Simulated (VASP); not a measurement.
Cu, 2 atoms in the cell. Symmetry: P6_3/mmc, No. 194, hexagonal system. Conventional cell: a = 2.534 Å, b = 2.534 Å, c = 4.092 Å, α = 90.00°, β = 90.00°, γ = 120.00°. Within 3.3 Å of Cu (site symmetry -6m2) lie 12 Cu at 2.52 to 2.53 Å.  This cell differs from its parent crystal: strain -0.0050 x Voigt [0, 0, 1, 0, 0, 0].

```yaml
Program: VASP 6.6.1
Task: single point
Functional: LDA
Potentials_or_basis: VASP PAW LDA potentials, release 64 (Cu)
Cutoff: 520 eV
k_mesh: 21 × 21 × 12
Occupations: gaussian, width 0.15 eV
Spin: no spin polarisation
Dipole_correction: no
Further_INCAR_settings: ALGO = Fast; EDIFF = 1e-06; NBANDS = 18
```

Potentials or basis: VASP PAW LDA potentials, release 64 (Cu).

The run is started by

```sh
$ cat potpaw_LDA.64/Cu/POTCAR > POTCAR
$ mpirun -np 1 vasp_std > vasp.out
```

Hardware: 1 thread of Intel(R) Xeon(R) 6975P-C (Granite Rapids) (shared host).

Q: Estimate the wall time of this run.

A: Wall time 52 s on 1 thread of Intel(R) Xeon(R) 6975P-C (Granite Rapids), on a shared host, peak memory 0.21 GiB. Counts: scf iterations 14, k points 336.
